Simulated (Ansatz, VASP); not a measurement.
**One calculation of Al2Cu, two programs**

```xyz
3
Lattice="-1.9780 1.9780 2.8351 1.9780 -1.9780 2.8351 2.0313 2.0313 -2.8351" Properties=species:S:1:pos:R:3 pbc="T T T"
Al    0.0267    2.0047    1.4176
Al    2.0047    0.0267    1.4176
Cu    0.0000    0.0000    2.8351
```

Change from the starting cell: strain +e along x and -e along y -0.0133, strain +e along z and -e/2 along x and y +0.0000.

Alike in both runs: task single point; functional LDA; k mesh 14 × 14 × 14; occupations gaussian, width 0.15 eV; no spin polarisation.

|  | VASP | Ansatz |
| --- | --- | --- |
| version | VASP 6.6.1 | Ansatz 0.2.0 |
| potentials or method | VASP PAW LDA potentials, release 64 (Al, Cu), cutoff 520 eV | scalar-relativistic, plane waves, PAW |
| valence electrons in the cell | 17 | 25 |

VASP gave:

| Item | Value |
| --- | --- |
| gap on the k mesh at the Fermi level (eV) | none |
| pressure (GPa) | 0.4 |
| traceless stress, the component that is largest in VASP (GPa) | -1.43 |

Problem. Estimate Ansatz's values.

Solution. gap on the k mesh at the Fermi level (eV): none; pressure (GPa): 0.1; traceless stress, the component that is largest in VASP (GPa): -1.43.

Ansatz warns that its potentials were made for another functional, while VASP's fit it. LDA's correlation is that of Perdew and Zunger in VASP and of Perdew and Wang (1992) in Ansatz. A gap of «none» marks a metal or a gap that the smearing closes. VASP's potentials hold 17 valence electrons a cell and Ansatz's 25, so a difference there can come from the potentials and not from the codes.
